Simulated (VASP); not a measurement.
# MgO (P1) in VASP: further runs

MgO is run at these levels: PBEsol; tasks: single point.

Everything below comes from runs of VASP 6.6.1. Logs are shortened: lines on timing, memory, paths and dates and some standing lists are left out, and cuts for length are marked.

## 1. The cell of the first run

The typed cell holds 12 atoms: a = 2.981 Å, b = 2.981 Å, c = 15.448 Å, α = 85.57°, β = 87.79°, γ = 60.00°.

## 2. Single point, PBEsol (the part above a cut slid along it)

Contents of INCAR:

```
PREC     = Accurate       # precision mode
ENCUT    = 520            # plane-wave cutoff, eV
EDIFF    = 1E-6           # SCF threshold, eV
ISMEAR   = 0              # smearing method
SIGMA    = 0.05           # smearing width, eV
LREAL    = False          # projectors in reciprocal space
LASPH    = True           # aspherical terms in the spheres
NELM     = 60             # most SCF steps
ALGO     = Normal         # electronic algorithm
ISIF     = 2              # what is computed and relaxed
LWAVE    = False          # write WAVECAR
LCHARG   = False          # write CHGCAR
GGA      = PS             # functional
NBANDS   = 36             # bands
```

Contents of KPOINTS:

```
regular mesh
0
Gamma
  9 9 2
```

Contents of POSCAR:

```
MgO
1.0
    2.1075959645     -2.1075959645      0.0000000000
    2.1075959645      0.0000000000     -2.1075959645
    9.7353024592      8.8922640734      8.0492256876
Mg O
6 6
Direct
    1.0000000000     -0.1422087298      0.3555218244
    0.3333333333      0.2543284835      0.1975121247
    0.6666666667      0.4612540570      0.5135315242
    1.0000000000      0.6681796305      0.8295509237
    0.3333333333      0.0647168438      0.6715412239
    0.6666666667      0.6508656967      0.0395024249
    0.6666666667      0.5560598768      0.2765169746
    0.0000000000     -0.0474029099      0.1185072748
    0.3333333333      0.1595226636      0.4345266743
    0.6666666667      0.3664482371      0.7505460738
    1.0000000000      0.7629854504      0.5925363741
    0.3333333333     -0.0300889761      0.9085557736
```

Potentials or basis: VASP PAW PBE potentials, release 64 (Mg, O).

On the command line:

```
$ cat potpaw_PBE.64/Mg/POTCAR potpaw_PBE.64/O/POTCAR > POTCAR
$ mpirun -np 1 vasp_std > vasp.out
```

OUTCAR:

```text
PREC = Accurate
   ENCUT = 520
   EDIFF = 1E-6
   ISMEAR = 0
   LREAL = False
   LASPH = True
   NELM = 60
   ISIF = 2
   GGA = PS

 ion  position               nearest neighbor table
   1  0.000  0.858  0.356-   7 2.11   7 2.11   7 2.11   9 2.11   9 2.11   9 2.11   2 2.98   2 2.98
                             2 2.98   3 2.98   3 2.98   3 2.98
   2  0.333  0.254  0.198-   7 2.11   8 2.11   8 2.11   7 2.11   8 2.11   7 2.11   1 2.98   1 2.98
                             1 2.98   6 2.98   6 2.98   6 2.98
   3  0.667  0.461  0.514-   9 2.11   9 2.11  11 2.11  11 2.11  11 2.11   9 2.11   5 2.98   5 2.98
                             5 2.98   1 2.98   1 2.98   1 2.98
   4  0.000  0.668  0.830-  10 2.11  12 2.11  10 2.11  12 2.11  10 2.11  12 2.11   5 2.98   5 2.98
                             5 2.98   6 3.36
   5  0.333  0.065  0.672-  11 2.11  11 2.11  11 2.11  10 2.11  10 2.11  10 2.11   3 2.98   3 2.98
                             3 2.98   4 2.98   4 2.98   4 2.98
   6  0.667  0.651  0.040-   8 2.11   8 2.11   8 2.11  12 2.21   2 2.98   2 2.98   2 2.98   4 3.36

   7  0.667  0.556  0.277-   1 2.11   1 2.11   1 2.11   2 2.11   2 2.11   2 2.11
   8  0.000  0.953  0.119-   2 2.11   6 2.11   2 2.11   6 2.11   2 2.11   6 2.11
   9  0.333  0.160  0.435-   3 2.11   3 2.11   1 2.11   1 2.11   1 2.11   3 2.11
  10  0.667  0.366  0.751-   5 2.11   4 2.11   4 2.11   5 2.11   4 2.11   5 2.11
  11  0.000  0.763  0.593-   5 2.11   5 2.11   5 2.11   3 2.11   3 2.11   3 2.11
  12  0.333  0.970  0.909-   4 2.11   4 2.11   4 2.11   6 2.21

  LATTYP: Found a base centered monoclinic cell.
 ALAT       =     2.9805907970
 B/A-ratio  =     1.7320508076
 C/A-ratio  =     5.1828412522
 COS(beta)  =    -0.0771777449

  Lattice vectors:

 A1 = (  -2.1075959645,   2.1075959645,   0.0000000000)
 A2 = (   0.0000000000,  -2.1075959645,   2.1075959645)
 A3 = (   9.7353024592,   8.8922640734,   8.0492256876)

Analysis of symmetry for initial positions (statically):
=====================================================================
 Subroutine PRICEL returns:
 Original cell was already a primitive cell.

 Routine SETGRP: Setting up the symmetry group for a
 base centered monoclinic supercell.

 Subroutine GETGRP returns: Found  1 space group operations
 (whereof  1 operations were pure point group operations)
 out of a pool of  4 trial point group operations.

The static configuration has the point symmetry C_1 .

Analysis of symmetry for dynamics (positions and initial velocities):
=====================================================================
 Subroutine PRICEL returns:
 Original cell was already a primitive cell.

 Routine SETGRP: Setting up the symmetry group for a
 base centered monoclinic supercell.

 Subroutine GETGRP returns: Found  1 space group operations
 (whereof  1 operations were pure point group operations)
 out of a pool of  4 trial point group operations.

The dynamic configuration has the point symmetry C_1 .

 Subroutine INISYM returns: Found  1 space group operations
 (whereof  1 operations are pure point group operations),
 and found     1 'primitive' translations

----------------------------------------------------------------------------------------

                                     Primitive cell

  volume of cell :     118.4973

  direct lattice vectors                    reciprocal lattice vectors
     2.107595965 -2.107595965  0.000000000     0.158158081 -0.316316162  0.158158081
     2.107595965  0.000000000 -2.107595965     0.143163774  0.143163774 -0.331310469
     9.735302459  8.892264073  8.049225688     0.037485766  0.037485766  0.037485766

  length of vectors
     2.980590797  2.980590797 15.447928939     0.387406597  0.388276138  0.064927252

  position of ions in fractional coordinates (direct lattice)
     1.000000000  0.857791270  0.355521824
     0.333333333  0.254328483  0.197512125
     0.666666667  0.461254057  0.513531524
     1.000000000  0.668179630  0.829550924
     0.333333333  0.064716844  0.671541224
     0.666666667  0.650865697  0.039502425
     0.666666667  0.556059877  0.276516975
     1.000000000  0.952597090  0.118507275
     0.333333333  0.159522664  0.434526674
     0.666666667  0.366448237  0.750546074
     1.000000000  0.762985450  0.592536374
     0.333333333  0.969911024  0.908555774

  ion indices of the primitive-cell ions
   primitive index   ion index
                 1           1
                 2           2
                 3           3
                 4           4
                 5           5
                 6           6
                 7           7
                 8           8
                 9           9
                10          10
                11          11
                12          12

----------------------------------------------------------------------------------------

 KPOINTS: regular mesh

Automatic generation of k-mesh.
 Grid dimensions read from file:
 generate k-points for:    9    9    2

 Generating k-lattice:

  Cartesian coordinates                     Fractional coordinates (reciprocal lattice)
     0.017573120 -0.035146240  0.017573120     0.111111111  0.000000000  0.000000000
     0.015907086  0.015907086 -0.036812274     0.000000000  0.111111111  0.000000000
     0.018742883  0.018742883  0.018742883     0.000000000  0.000000000  0.500000000

  Length of vectors
     0.043045177  0.043141793  0.032463626

  Shift w.r.t. Gamma in fractional coordinates (k-lattice)
     0.000000000  0.000000000  0.000000000

 Subroutine IBZKPT returns following result:
 ===========================================

 Found     82 irreducible k-points:

 Following reciprocal coordinates:
            Coordinates               Weight
  0.000000  0.000000  0.000000      1.000000
  0.111111  0.000000 -0.000000      2.000000
  0.222222  0.000000  0.000000      2.000000
  0.333333  0.000000 -0.000000      2.000000
  0.444444  0.000000  0.000000      2.000000
  0.000000  0.111111  0.000000      2.000000
[... 16 lines left out ...]
  0.333333 -0.222222  0.000000      2.000000
  0.000000  0.333333  0.000000      2.000000
 [... further k-points ...]
   k-points           NKPTS =     82   k-points in BZ     NKDIM =     82   number of bands    NBANDS=     36
   number of dos      NEDOS =    301   number of ions     NIONS =     12
   total plane-waves  NPLWV =  69120
   dimension x,y,z NGX =    24 NGY =   24 NGZ =  120
   dimension x,y,z NGXF=    48 NGYF=   48 NGZF=  240
   ions per type =               6   6
   NGX,Y,Z   is equivalent  to a cutoff of  13.39, 13.39, 12.91 a.u.
   NGXF,Y,Z  is equivalent  to a cutoff of  26.77, 26.77, 25.83 a.u.
 SYSTEM =  unknown system
   PREC   = accura    normal or accurate (medium, high low for compatibility)
   ISTART =      0    job   : 0-new  1-cont  2-samecut
   ICHARG =      2    charge: 1-file 2-atom 10-const
   ISPIN  =      1    spin polarized calculation?
   LNONCOLLINEAR =      F non collinear calculations
   LSORBIT =      F    spin-orbit coupling
   LASPH  =      T    aspherical Exc in radial PAW
   ENCUT  =  520.0 eV  38.22 Ry    6.18 a.u.   5.54  5.54 28.72*2*pi/ulx,y,z
   NELM   =     60;   NELMIN=  2; NELMDL= -5     # of ELM steps
   EDIFF  = 0.1E-05   stopping-criterion for ELM
   LREAL  =      F    real-space projection
   EDIFFG = 0.1E-04   stopping-criterion for IOM
   NSW    =      0    number of steps for IOM
   IBRION =     -1    ionic relax: 0-MD 1-quasi-New 2-CG
   NFREE  =      0    steps in history (QN), initial steepest desc. (CG)
   ISIF   =      2    stress and relaxation
   ISYM   =      2    0-nonsym 1-usesym 2-fastsym
   POTIM  = 0.5000    time-step for ionic-motion
   TEBEG  =    0.0;   TEEND  =   0.0 temperature during run
   PSTRESS=    0.0 pullay stress
   NELECT =      48.0000    total number of electrons
   NUPDOWN=      -1.0000    fix difference up-down
   EMIN   =  10.00;   EMAX   =-10.00  energy-range for DOS
   EFERMI =   0.00;   METHOD = LEGACY
   ISMEAR =     0;   SIGMA  =   0.05  broadening in eV -4-tet -1-fermi 0-gaus
   EFERMI_NEDOS =   21; number of points for ismear=-14 and -15
   IALGO  =     38    algorithm
   IMIX   =      4    mixing-type and parameters
     AMIX     =   0.40;   BMIX     =  1.00
     AMIX_MAG =   1.60;   BMIX_MAG =  1.00
  volume/ion in A,a.u.               =       9.87        66.64
  Fermi-wavevector in a.u.,A,eV,Ry     =   1.211302  2.289029 19.963186  1.467253
  Thomas-Fermi vector in A             =   2.346822
   LORBIT       =      0    0 simple, 1 ext, 2 COOP (PROOUT), +10 PAW based schemes
   GGA     = PS    functional components
   LHFCALC =     F    Hartree Fock is set to
   AEXX    =    0.0000 exact exchange contribution
   IVDW    =     0    specifies the selected vdW correction
   LEPSILON=     F    determine dielectric tensor
   LRPA    =     F    only Hartree local field effects (RPA)
 non-spin polarized calculation
 Gauss-broadening in eV      SIGMA  =   0.05
  energy-cutoff  :      520.00
  volume of cell :      118.50
 maximum number of plane-waves:      3251
 NGX is ok and might be reduce to    24
   NGX = 11   NGY = 11   NGZ = 57

 number of electron      47.9999997 magnetization

 Free energy of the ion-electron system (eV)
  ---------------------------------------------------
  ext. energy  EPLUGINS =         0.00000000
  ---------------------------------------------------
  free energy    TOTEN  =       -72.92359801 eV

  energy without entropy =      -72.92353977  energy(sigma->0) =      -72.92356889

 E-fermi :   5.4440     XC(G=0): -11.0260

 val. band max:        5.3660832867   @ k =   0.0000   0.0000   0.0000
 cond. band min:       5.5118945604   @ k =   0.0000   0.0000   0.0000
 fundamental gap:      0.1458112737
 Fermi energy:         5.4440300884

 k-point     1 :       0.0000    0.0000    0.0000
  band No.  band energies     occupation
      1     -16.1224      2.00000
      2     -15.1876      2.00000
      3     -14.3562      2.00000
      4     -13.5306      2.00000
      5     -12.6403      2.00000
      6     -11.0513      2.00000
[... 925 lines left out ...]
     35      14.3858      0.00000
     36      14.8840      0.00000

 [... further k-points ...]

------------------------ aborting loop because EDIFF is reached ----------------------------------------

  FORCE on cell =-STRESS in cart. coord.  units (eV):
  Direction    XX          YY          ZZ          XY          YZ          ZX
  --------------------------------------------------------------------------------------
  -------------------------------------------------------------------------------------
  Total       -2.1476028     -1.6858594     -2.2963334     -3.6661777     -3.0414611     -3.8651625
  in kB      -29.0372998    -22.7941613    -31.0482551    -49.5696410    -41.1229753    -52.2600733
  external PRESSURE =     -27.6265721 kB  Pullay stress =       0.0000000 kB

 VOLUME and BASIS-vectors are now :
 -----------------------------------------------------------------------------
  energy-cutoff  :      520.00
  volume of cell :      118.50
      direct lattice vectors                 reciprocal lattice vectors
     2.107595965 -2.107595965  0.000000000     0.158158081 -0.316316162  0.158158081
     2.107595965  0.000000000 -2.107595965     0.143163774  0.143163774 -0.331310469
     9.735302459  8.892264073  8.049225688     0.037485766  0.037485766  0.037485766

 POSITION                                       TOTAL-FORCE (eV/Angst)
 -----------------------------------------------------------------------------------
      5.26899      3.16139      1.05380         0.383292      0.383541      0.383527
      3.16139      1.05380      1.05380         0.400777      0.401354      0.402904
      7.37659      3.16139      3.16139         0.383373      0.383360      0.383414
      9.48418      7.37659      5.26899         1.097157      1.062644      1.093203
      7.37659      5.26899      5.26899         0.381791      0.381403      0.381399
      3.16139     -1.05380     -1.05380        -1.946149     -1.829134     -1.939398
      5.26899      1.05380      1.05380        -0.383340     -0.379714     -0.380912
      3.16139      1.05380     -1.05380        -0.384546     -0.252962     -0.323498
      5.26899      3.16139      3.16139        -0.382839     -0.382720     -0.382790
      9.48418      5.26899      5.26899        -0.392371     -0.396387     -0.403592
      7.37659      5.26899      3.16139        -0.384366     -0.384469     -0.384848
     11.59178      7.37659      5.26899         1.227223      1.013084      1.170590
 -----------------------------------------------------------------------------------
    total drift:                                0.000167     -0.000233     -0.001436

  FREE ENERGIE OF THE ION-ELECTRON SYSTEM (eV)
  ---------------------------------------------------
  free  energy   TOTEN  =       -72.9235980127 eV

  energy  without entropy=      -72.9235397717  energy(sigma->0) =      -72.92356889
```

It took 4.1 min on 1 thread of Oxide Virtual Turin-like, shared host; peak memory 0.38 GiB.

What came out:

- Free energy: -72.9236 eV
- Pressure: -2.8 GPa
- Largest force: 3.301 eV/Å
- Band gap on the k mesh: 0.15 eV

Forces on the atoms (eV/Å):
```
Mg   0.383  0.384  0.384
Mg   0.401  0.401  0.403
Mg   0.383  0.383  0.383
Mg   1.097  1.063  1.093
Mg   0.382  0.381  0.381
Mg  -1.946 -1.829 -1.939
O   -0.383 -0.380 -0.381
O   -0.385 -0.253 -0.323
O   -0.383 -0.383 -0.383
O   -0.392 -0.396 -0.404
O   -0.384 -0.384 -0.385
O    1.227  1.013  1.171
```

Caveat: the cell differs from its parent crystal (the part above a cut slid along it); semilocal functionals underestimate gaps, and a narrow one can read as zero; the PAW data sets were made with another functional, which shifts forces and pressure a little. A k mesh can miss the band edges.

## 3. Single point, PBEsol (the part above a cut slid along it)

Contents of INCAR:

```
SYSTEM = MgO
  ALGO = Normal
  EDIFF = 1E-6
  ENCUT = 520
  GGA = PS
  ISIF = 2
  ISMEAR = 0
  LASPH = .TRUE.
  LCHARG = .TRUE.
  LELF = .TRUE.
  LREAL = .FALSE.
  LVHAR = .TRUE.
  LWAVE = .FALSE.
  NBANDS = 36
  NELM = 60
  PREC = Accurate
  SIGMA = 0.05
```

Contents of KPOINTS:

```
k-points
0
G
  9 9 2
  0 0 0
```

Contents of POSCAR:

```
MgO
1.0
    2.1075959645     -2.1075959645      0.0000000000
    2.1075959645      0.0000000000     -2.1075959645
    9.1030236698      8.8922640734      8.6815044769
Mg O
6 6
Direct
    1.0000000000     -0.0355521824      0.3555218244
    0.3333333333      0.3135821209      0.1975121247
    0.6666666667      0.6153135142      0.5135315242
    1.0000000000      0.9170449076      0.8295509237
    0.3333333333      0.2661792109      0.6715412239
    0.6666666667      0.6627164242      0.0395024249
    0.6666666667      0.6390149692      0.2765169746
    0.0000000000     -0.0118507275      0.1185072748
    0.3333333333      0.2898806659      0.4345266743
    0.6666666667      0.5916120593      0.7505460738
    1.0000000000      0.9407463626      0.5925363741
    0.3333333333      0.2424777560      0.9085557736
```

Potentials or basis: VASP PAW PBE potentials, release 64 (Mg, O).

On the command line:

```
$ cat potpaw_PBE.64/Mg/POTCAR potpaw_PBE.64/O/POTCAR > POTCAR
$ mpirun -np 1 vasp_std > vasp.out
```

It took 14 min on 1 thread of Oxide Virtual Turin-like, shared host; peak memory 0.38 GiB.

Results (log left out):

- Free energy: -72.9611 eV
- Pressure: -3.5 GPa
- Largest force: 3.504 eV/Å
- Band gap on the k mesh: 0.32 eV

Forces on the atoms (eV/Å):
```
Mg   0.365  0.365  0.365
Mg   0.364  0.365  0.366
Mg   0.365  0.365  0.365
Mg   1.124  1.118  1.119
Mg   0.364  0.364  0.364
Mg  -2.006 -2.010 -2.053
O   -0.364 -0.362 -0.362
O   -0.366 -0.330 -0.313
O   -0.364 -0.364 -0.364
O   -0.377 -0.382 -0.387
O   -0.366 -0.366 -0.366
O    1.262  1.238  1.266
```

Stress tensor (GPa, compression positive):
```
-3.33 -5.26 -4.99
-5.26 -3.47 -4.51
-4.99 -4.51 -3.77
```

Levels at points of the mesh, in eV from the valence-band top:
| k point | band 21 | band 22 | band 23 | band 24 | band 25 | band 26 | band 27 | band 28 |
| --- | --- | --- | --- | --- | --- | --- | --- | --- |
| (0.00, 0.00, 0.00) | -1.84 | -1.84 | -0.06 | 0.00 | 0.32 | 2.29 | 3.14 | 3.90 |
| (0.00, 0.00, 0.50) | -1.84 | -1.84 | -0.06 | 0.00 | 0.43 | 2.05 | 3.53 | 3.70 |

Caveat: the cell differs from its parent crystal (the part above a cut slid along it); the cell stands under tension; semilocal functionals underestimate gaps, and a narrow one can read as zero; the PAW data sets were made with another functional, which shifts forces and pressure a little. A k mesh can miss the band edges.

## 4. Single point, PBEsol

This run uses another cell than the first one, of 9.36 Å³/atom.

Contents of INCAR:

```
SYSTEM = MgO
ALGO     = Normal         ! electronic algorithm
EDIFF    = 1E-7           ! SCF threshold, eV
ENCUT    = 520            ! plane-wave cutoff, eV
GGA      = PS             ! functional
ISIF     = 2              ! what is computed and relaxed
ISMEAR   = 0              ! smearing method
LASPH    = .TRUE.         ! aspherical terms in the spheres
LCHARG   = .TRUE.         ! write CHGCAR
LELF     = .TRUE.         ! ELF
LREAL    = .FALSE.        ! projectors in reciprocal space
LVHAR    = .TRUE.       
LWAVE    = .FALSE.        ! write WAVECAR
NBANDS   = 36             ! bands
NELM     = 100            ! most SCF steps
PREC     = Accurate       ! precision mode
SIGMA    = 0.05           ! smearing width, eV
```

KPOINTS is that of step 3.

Contents of POSCAR:

```
MgO
1.0
    2.1075959645     -2.1075959645      0.0000000000
    2.1075959645      0.0000000000     -2.1075959645
    8.6411434544      8.4303838580      8.2196242616
Mg O
6 6
Direct
    1.0000000000     -0.0375000000      0.3750000000
    0.3333333333      0.3125000000      0.2083333333
    0.6666666667      0.6125000000      0.5416666667
    1.0000000000      0.9125000000      0.8750000000
    0.3333333333      0.2625000000      0.7083333333
    0.6666666667      0.6625000000      0.0416666667
    0.6666666667      0.6375000000      0.2916666667
    0.0000000000     -0.0125000000      0.1250000000
    0.3333333333      0.2875000000      0.4583333333
    0.6666666667      0.5875000000      0.7916666667
    1.0000000000      0.9375000000      0.6250000000
    0.3333333333      0.2375000000      0.9583333333
```

On the command line:

```
$ cat potpaw_PBE.64/Mg/POTCAR potpaw_PBE.64/O/POTCAR > POTCAR
$ mpirun -np 1 vasp_std > vasp.out
```

It took 8.6 min on 1 thread of Oxide Virtual Turin-like, shared host; peak memory 0.37 GiB.

It converged, with:

```yaml
Free_energy: -74.9097 eV
Pressure: 0.2 GPa
Largest_force: 1.270 eV/Å
Band_gap_on_the_k_mesh: 4.53 eV
```

Forces in eV/Å, atoms in the order of the input:
```
Mg   0.004  0.004  0.004
Mg   0.005  0.008  0.012
Mg   0.004  0.004  0.004
Mg   0.052 -0.048 -0.078
Mg   0.004  0.004  0.004
Mg  -0.185  0.014  1.211
O   -0.008 -0.004 -0.001
O   -0.105  0.042  0.111
O   -0.004 -0.004 -0.004
O    0.003 -0.004 -0.010
O   -0.004 -0.004 -0.004
O    0.233 -0.012 -1.248
```

Stress tensor (GPa, compression positive):
```
-1.43 -0.98  0.38
-0.98 -0.47  1.33
 0.38  1.33  2.38
```

Levels at points of the mesh, in eV from the valence-band top:
| k point | band 21 | band 22 | band 23 | band 24 | band 25 | band 26 | band 27 | band 28 |
| --- | --- | --- | --- | --- | --- | --- | --- | --- |
| (0.00, 0.00, 0.00) | -0.18 | -0.09 | -0.06 | 0.00 | 4.53 | 5.93 | 5.98 | 7.43 |
| (0.00, 0.00, 0.50) | -0.18 | -0.11 | -0.11 | -0.02 | 4.96 | 5.02 | 6.85 | 6.91 |

Caveat: the PAW data sets were made with another functional, which shifts forces and pressure a little. A k mesh can miss the band edges.

[end of part 1 of 2]
